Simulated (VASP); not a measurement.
BP:

```
CELL_PARAMETERS angstrom
0.00000 2.26900 2.26900
2.26900 0.00000 2.26900
2.26900 2.26900 0.00000
ATOMIC_POSITIONS crystal
P 0.75000 0.75000 0.75000
B 0.00000 0.00000 0.00000
```

Base run:

| Quantity | Value |
| --- | --- |
| Program | VASP 6.6.1 |
| Functional | HSE06 |
| Potentials or basis | VASP PAW PBE potentials, release 64 (P, B) |
| Cutoff | 520 eV |
| k mesh | 6 × 6 × 6 |
| Occupations | fermi-dirac, width 0.05 eV |
| Spin | no spin polarisation |

Its results: band gap on the k mesh 2.06 eV (least direct gap 4.34 eV); pressure -2.0 GPa.

Question: The run is repeated on the same cell with these changes: functional from HSE06 to PBE0. What comes out?

Answer: Band gap on the k mesh 2.79 eV (least direct gap 5.05 eV); pressure -2.2 GPa.

Caveats: the PAW data sets were made with another functional, which shifts forces and pressure a little.

A k mesh can miss the band edges.
